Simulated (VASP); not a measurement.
Write the native input for VASP 6.6.1 that does the following.

```yaml
Task: single point
Functional: PBE
Potentials_or_basis: VASP PAW PBE potentials, release 64 (Pt)
Cutoff: 520 eV
k_mesh: 15 × 15 × 4
Occupations: fermi-dirac, width 0.1 eV
Spin: no spin polarisation
Dipole_correction: no
Further_INCAR_settings: ALGO = Normal; EDIFF = 1e-07; NBANDS = 28
```

The structure of Pt lies in POSCAR:

```
Pt
1.0
    2.8981996377      0.0000000000      0.0000000000
   -1.4490998188      2.5099145115      0.0000000000
    0.0000000000      0.0000000000      9.6771182557
Pt
4
Direct
    0.0000000000      1.0000000000      1.0000000000
    0.0000000000      1.0000000000      0.5000000000
    0.3333333333      0.6666666667      0.2500000000
    0.6666666667      0.3333333333      0.7500000000
```

This cell differs from its parent crystal: volume scaled by 1.12.

One way to write it, as run:

INCAR

```
SYSTEM = Pt
PREC = Accurate ; ENCUT = 520
EDIFF = 1E-7 ; ISMEAR = -1
SIGMA = 0.1 ; LREAL = .False.
LASPH = .True. ; NELM = 100
ALGO = Normal ; ISIF = 2
LWAVE = .False. ; LCHARG = .False.
GGA = PE ; NBANDS = 28
```

KPOINTS

```
Automatic mesh
0
Gamma
  15 15 4
  0 0 0
```

Potentials or basis: VASP PAW PBE potentials, release 64 (Pt).

Launch:

```bash
$ cat potpaw_PBE.64/Pt/POTCAR > POTCAR
$ mpirun -np 1 vasp_std > vasp.out
```

Results of the run:

```
Pressure               : -20.5 GPa
Band gap on the k mesh : zero (band 20 reaches 8.81 eV, above the bottom of band 21 at 7.78 eV)
```

Caveat: spin-orbit coupling is left out, which moves the levels of the heavy elements.

Wall time 2.6 min on 1 thread of Intel Xeon 8259CL, with other jobs on the host, peak memory 0.27 GiB.
